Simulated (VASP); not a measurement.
# KBr in VASP: a series of runs

KBr is run at these levels: PBE; tasks: single point.

Program: VASP 6.6.1. These are calculated values, not measurements. Logs are shortened: lines on timing, memory, paths and dates and some standing lists are left out, and cuts for length are marked.

### Step 1. The cell of the first run

The cell holds a sheet with vacuum, 2 atoms: a = 4.577 Å, b = 4.577 Å, c = 26.307 Å, α = 90.00°, β = 90.00°, γ = 90.00°.

The cell was built from a structure type or drawn by symmetry, and may not be a known phase.

### Step 2. Single point, PBE

INCAR

```
SYSTEM = KBr
ALGO     = Normal         ! electronic algorithm
DIPOL    = 0.5 0.5 0.304
EDIFF    = 1E-7           ! SCF threshold, eV
ENCUT    = 520            ! plane-wave cutoff, eV
GGA      = PE             ! functional
IDIPOL   = 3            
ISIF     = 2              ! what is computed and relaxed
ISMEAR   = 0              ! smearing method
LASPH    = .True.         ! aspherical terms in the spheres
LCHARG   = .False.        ! write CHGCAR
LDIPOL   = .True.       
LREAL    = .False.        ! projectors in reciprocal space
LWAVE    = .False.        ! write WAVECAR
NBANDS   = 15             ! bands
NELM     = 80             ! most SCF steps
PREC     = Accurate       ! precision mode
SIGMA    = 0.1            ! smearing width, eV
```

KPOINTS

```
k-points
0
Gamma
  4 4 1
  0 0 0
```

POSCAR

```
KBr
1.0
    4.5766588278      0.0000000000      0.0000000000
    0.0000000000      4.5766588278      0.0000000000
    0.0000000000      0.0000000000     26.3069184000
K Br
1 1
Direct
    0.5000000000      0.5000000000      0.3030577283
    0.0000000000      0.0000000000      0.3051472981
```

Potentials or basis: VASP PAW PBE potentials, release 64 (K_sv, Br).

The run is started by

```console
cat potpaw_PBE.64/K_sv/POTCAR potpaw_PBE.64/Br/POTCAR > POTCAR
mpirun -np 1 vasp_std > vasp.out
```

OUTCAR:

```text
SYSTEM = KBr
   EDIFF = 1E-7
   ENCUT = 520
   GGA = PE
   ISIF = 2
   ISMEAR = 0
   LASPH = .True.
   LREAL = .False.
   NELM = 80
   PREC = Accurate

 ion  position               nearest neighbor table
   1  0.500  0.500  0.303-   2 3.24   2 3.24   2 3.24   2 3.24
   2  0.000  0.000  0.305-   1 3.24   1 3.24   1 3.24   1 3.24

  LATTYP: Found a simple tetragonal cell.
 ALAT       =     4.5766588278
 C/A-ratio  =     5.7480619355

  Lattice vectors:

 A1 = (   4.5766588278,   0.0000000000,   0.0000000000)
 A2 = (   0.0000000000,   4.5766588278,   0.0000000000)
 A3 = (   0.0000000000,   0.0000000000,  26.3069184000)

Analysis of symmetry for initial positions (statically):
=====================================================================
 Subroutine PRICEL returns:
 Original cell was already a primitive cell.

 Routine SETGRP: Setting up the symmetry group for a
 simple tetragonal supercell.

 Subroutine GETGRP returns: Found  8 space group operations
 (whereof  8 operations were pure point group operations)
 out of a pool of 16 trial point group operations.

The static configuration has the point symmetry C_4v.

Analysis of symmetry for dynamics (positions and initial velocities):
=====================================================================
 Subroutine PRICEL returns:
 Original cell was already a primitive cell.

 Routine SETGRP: Setting up the symmetry group for a
 simple tetragonal supercell.

 Subroutine GETGRP returns: Found  8 space group operations
 (whereof  8 operations were pure point group operations)
 out of a pool of 16 trial point group operations.

The dynamic configuration has the point symmetry C_4v.

 Subroutine INISYM returns: Found  8 space group operations
 (whereof  8 operations are pure point group operations),
 and found     1 'primitive' translations

----------------------------------------------------------------------------------------

                                     Primitive cell

  volume of cell :     551.0196

  direct lattice vectors                    reciprocal lattice vectors
     4.576658828  0.000000000  0.000000000     0.218500010  0.000000000  0.000000000
     0.000000000  4.576658828  0.000000000     0.000000000  0.218500010  0.000000000
     0.000000000  0.000000000 26.306918400     0.000000000  0.000000000  0.038012814

  length of vectors
     4.576658828  4.576658828 26.306918400     0.218500010  0.218500010  0.038012814

  position of ions in fractional coordinates (direct lattice)
     0.500000000  0.500000000  0.303057728
     0.000000000  0.000000000  0.305147298

[... 77 lines left out ...]
     AMIX_MAG =   1.60;   BMIX_MAG =  1.00
  volume/ion in A,a.u.               =     275.51      1859.23
  Fermi-wavevector in a.u.,A,eV,Ry     =   0.503183  0.950878  3.444899  0.253193
  Thomas-Fermi vector in A             =   1.512575
   LORBIT       =      0    0 simple, 1 ext, 2 COOP (PROOUT), +10 PAW based schemes
   GGA     = PE    functional components
   LHFCALC =     F    Hartree Fock is set to
   AEXX    =    0.0000 exact exchange contribution
   IVDW    =     0    specifies the selected vdW correction
   LEPSILON=     F    determine dielectric tensor
   LRPA    =     F    only Hartree local field effects (RPA)
 non-spin polarized calculation
 Gauss-broadening in eV      SIGMA  =   0.10
  energy-cutoff  :      520.00
  volume of cell :      551.02
 maximum number of plane-waves:     14870
 NGX is ok and might be reduce to    36

 dipolmoment           0.000000      0.000000     -0.000000 electrons x Angstroem

 number of electron      16.0000002 magnetization

 dipolmoment           0.000000      0.000000      0.023447 electrons x Angstroem

 Free energy of the ion-electron system (eV)
  ---------------------------------------------------
  ext. energy  EPLUGINS =         0.00000000
  ---------------------------------------------------
  free energy    TOTEN  =        -5.93478544 eV

  energy without entropy =       -5.93478544  energy(sigma->0) =       -5.93478544

 E-fermi :  -4.8242     XC(G=0):  -1.3146

 val. band max:       -5.3192567817   @ k =   0.5000   0.5000   0.0000
 cond. band min:      -0.9608419395   @ k =   0.0000   0.0000   0.0000
 fundamental gap:      4.3584148422
 Fermi energy:        -4.8241545997

 k-point     1 :       0.0000    0.0000    0.0000
  band No.  band energies     occupation
      1     -33.5891      2.00000
      2     -17.3991      2.00000
      3     -17.1636      2.00000
      4     -17.0338      2.00000
      5     -17.0338      2.00000
      6      -5.5457      2.00000
      7      -5.3276      2.00000
      8      -5.3276      2.00000
      9      -0.9608      0.00000
     10       0.2110      0.00000
     11       0.5802      0.00000
     12       1.0415      0.00000
     13       1.0582      0.00000
     14       1.0626      0.00000
[... 77 lines left out ...]
      2     -17.3369      2.00000
      3     -17.1541      2.00000
      4     -17.0867      2.00000
      5     -17.0867      2.00000
      6      -5.8052      2.00000
      7      -5.8052      2.00000
      8      -5.3193      2.00000
      9       1.4651      0.00000
     10       1.4651      0.00000
     11       1.5085      0.00000
     12       3.0397      0.00000
     13       3.1499      0.00000
     14       3.3413      0.00000
     15       3.3413      0.00000

------------------------ aborting loop because EDIFF is reached ----------------------------------------

 vacuum level on the upper side and lower side of the slab       (xc-potential included)         0.093        -0.105

  FORCE on cell =-STRESS in cart. coord.  units (eV):
  Direction    XX          YY          ZZ          XY          YZ          ZX
  --------------------------------------------------------------------------------------
  -------------------------------------------------------------------------------------
  Total       -0.0359502     -0.0359502     -0.0089361      0.0000000     -0.0000000      0.0000000
  in kB       -0.1045311     -0.1045311     -0.0259830      0.0000000     -0.0000000      0.0000000
  external PRESSURE =      -0.0783484 kB  Pullay stress =       0.0000000 kB

 VOLUME and BASIS-vectors are now :
 -----------------------------------------------------------------------------
  energy-cutoff  :      520.00
  volume of cell :      551.02
      direct lattice vectors                 reciprocal lattice vectors
     4.576658828  0.000000000  0.000000000     0.218500010  0.000000000  0.000000000
     0.000000000  4.576658828  0.000000000     0.000000000  0.218500010  0.000000000
     0.000000000  0.000000000 26.306918400     0.000000000  0.000000000  0.038012814

 POSITION                                       TOTAL-FORCE (eV/Angst)
 -----------------------------------------------------------------------------------
      2.28833      2.28833      7.97251         0.000000      0.000000      0.031018
      0.00000      0.00000      8.02749         0.000000     -0.000000     -0.031018
 -----------------------------------------------------------------------------------
    total drift:                                0.000000      0.000000     -0.000219

  FREE ENERGIE OF THE ION-ELECTRON SYSTEM (eV)
  ---------------------------------------------------
  free  energy   TOTEN  =        -5.9347854377 eV

  energy  without entropy=       -5.9347854377  energy(sigma->0) =       -5.93478544

 vacuum level on the upper side and lower side of the slab         0.656         0.453
```

OSZICAR:

```text
N       E                     dE             d eps       ncg     rms          rms(c)
DAV:   1     0.826205397921E+02    0.82621E+02   -0.51593E+03   228   0.643E+02
DAV:   2     0.860197374296E+01   -0.74019E+02   -0.65350E+02   273   0.148E+02
DAV:   3    -0.543308087651E+01   -0.14035E+02   -0.13919E+02   237   0.504E+01
[... 17 lines left out ...]
DAV:  21    -0.593478369365E+01   -0.43016E-05   -0.79485E-08   185   0.111E-03    0.299E-04
DAV:  22    -0.593478485905E+01   -0.11654E-05   -0.40611E-09   153   0.457E-04    0.300E-04
DAV:  23    -0.593478529477E+01   -0.43572E-06    0.11292E-09   160   0.250E-04    0.151E-04
DAV:  24    -0.593478540591E+01   -0.11114E-06    0.35968E-09   167   0.204E-04    0.329E-05
DAV:  25    -0.593478543774E+01   -0.31829E-07    0.50706E-09   174   0.109E-04
   1 F= -.59347854E+01 E0= -.59347854E+01  d E =-.149377E-12
```

stdout:

```text
POSCAR found type information on POSCAR K Br
 POSCAR found :  2 types and       2 ions
 scaLAPACK will be used
 LDA part: xc-table for (Slater+PW92), standard interpolation
 POSCAR, INCAR and KPOINTS ok, starting setup
 FFT: planning ... GRIDC
 FFT: planning ... GRID_SOFT
 FFT: planning ... GRID
 WAVECAR not read
 entering main loop
```

Run time: 58 s. Hardware: 1 thread of Intel Xeon 6975P-C (Granite Rapids), shared host; peak memory 0.52 GiB.

Results:

| Quantity | Value |
| --- | --- |
| Free energy | -5.9348 eV |
| Largest force | 0.031 eV/Å |
| Band gap on the k mesh | 4.36 eV (least direct gap 4.37 eV) |

Forces on the atoms (eV/Å):
```
K    0.000  0.000  0.031
Br   0.000  0.000 -0.031
```

### Step 3. Single point, PBE

This run uses another cell than the first one: it holds 8 atoms, not 2.

INCAR

```
ALGO = Normal
DIPOL = 0.5 0.5 0.304
EDIFF = 1E-7
ENCUT = 520
GGA = PE
IDIPOL = 3
ISIF = 2
ISMEAR = 0
LASPH = T
LCHARG = T
LDIPOL = T
LELF = T
LREAL = F
LVACPOTAV = T
LVHAR = T
LWAVE = F
NBANDS = 42
NELM = 100
PREC = Accurate
SIGMA = 0.1
```

KPOINTS

```
k-points
0
Gamma
  2 2 1
```

POSCAR

```
KBr
1.0
    9.1379023037      0.0000000000      0.0000000000
    0.0000000000      9.1379023037      0.0000000000
    0.0000000000      0.0000000000     26.3069184000
K Br
4 4
Direct
    0.2500000000      0.2500000000      0.3040775774
    0.2500000000      0.7500000000      0.3040775774
    0.7500000000      0.2500000000      0.3040775774
    0.7500000000      0.7500000000      0.3040775774
    0.5000000000      0.0000000000      0.3041274490
    0.5000000000      0.5000000000      0.3041274490
    0.0000000000      0.0000000000      0.3041274490
    0.0000000000      0.5000000000      0.3041274490
```

Potentials or basis: VASP PAW PBE potentials, release 64 (K_sv, Br).

The run is started by

```console
cat potpaw_PBE.64/K_sv/POTCAR potpaw_PBE.64/Br/POTCAR > POTCAR
mpirun -np 1 vasp_std > vasp.out
```

Run time: 8.1 min. Hardware: 1 thread of Intel Xeon 6975P-C (Granite Rapids), shared host; peak memory 1.6 GiB.

It converged, with:

```
Free energy                            : -23.7427 eV
Band gap on the k mesh                 : 4.37 eV
Ionisation potential of the upper face : 5.89 eV
```

Levels at points of the mesh, in eV from the valence-band top:
| k point | band 29 | band 30 | band 31 | band 32 | band 33 | band 34 | band 35 | band 36 |
| --- | --- | --- | --- | --- | --- | --- | --- | --- |
| (0.00, 0.00, 0.00) | -0.15 | -0.01 | -0.01 | 0.00 | 4.37 | 5.54 | 5.92 | 6.37 |
| (0.50, 0.00, 0.00) | -0.12 | -0.12 | -0.08 | -0.08 | 5.01 | 5.01 | 5.87 | 5.87 |
| (0.50, 0.50, 0.00) | -0.14 | -0.14 | -0.14 | -0.14 | 5.50 | 5.50 | 5.50 | 5.50 |
